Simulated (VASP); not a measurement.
Wanted: the native input for a VASP 6.6.1 run.

```yaml
Task: single point
Functional: PBE
Dispersion: D3(BJ)
Potentials_or_basis: VASP PAW PBE potentials, release 64 (C)
Cutoff: 520 eV
k_mesh: 18 × 18 × 8
Occupations: fermi-dirac, width 0.15 eV
Spin: no spin polarisation
Dipole_correction: no
Further_INCAR_settings: ALGO = Normal; EDIFF = 1e-06; NBANDS = 16
```

The structure of C lies in POSCAR:

```
C
1.0
    2.4293483234      0.0000000000      0.0000000000
   -1.2146741617      2.1038773627      0.0000000000
    0.0000000000      0.0000000000      5.4427911403
C
4
Direct
    0.0000000000      0.0000000000      0.0025000000
    0.0000000000      0.0000000000      0.5025000000
    0.3333333333      0.6666666667      0.0025000000
    0.6666666667      0.3333333333      0.5025000000
```

These files were run (other wordings do the same):

INCAR

```
ALGO     = Normal         # electronic algorithm
EDIFF    = 1E-6           # SCF threshold, eV
ENCUT    = 520            # plane-wave cutoff, eV
GGA      = PE             # functional
ISIF     = 2              # what is computed and relaxed
ISMEAR   = -1             # smearing method
IVDW     = 12             # dispersion correction
LASPH    = True           # aspherical terms in the spheres
LCHARG   = True           # write CHGCAR
LELF     = True           # ELF
LREAL    = False          # projectors in reciprocal space
LVHAR    = True         
LWAVE    = False          # write WAVECAR
NBANDS   = 16             # bands
NELM     = 100            # most SCF steps
PREC     = Accurate       # precision mode
SIGMA    = 0.15           # smearing width, eV
```

KPOINTS

```
k-points
0
Gamma
  18 18 8
```

Potentials or basis: VASP PAW PBE potentials, release 64 (C).

Launch:

```bash
$ cat potpaw_PBE.64/C/POTCAR > POTCAR
$ mpirun -np 1 vasp_std > vasp.out
```

Results of the run:

```yaml
Pressure: 25.6 GPa
Band_gap_on_the_k_mesh: zero (band 8 reaches 7.02 eV, above the bottom of band 9 at 6.79 eV)
Dispersion_energy_per_atom: -0.193 eV
```

Caveat: pairwise dispersion overbinds metals, which lowers pressure and volume.

Wall time 30 s on 1 thread of Intel(R) Xeon(R) 6975P-C (Granite Rapids) (shared host), peak memory 0.18 GiB.
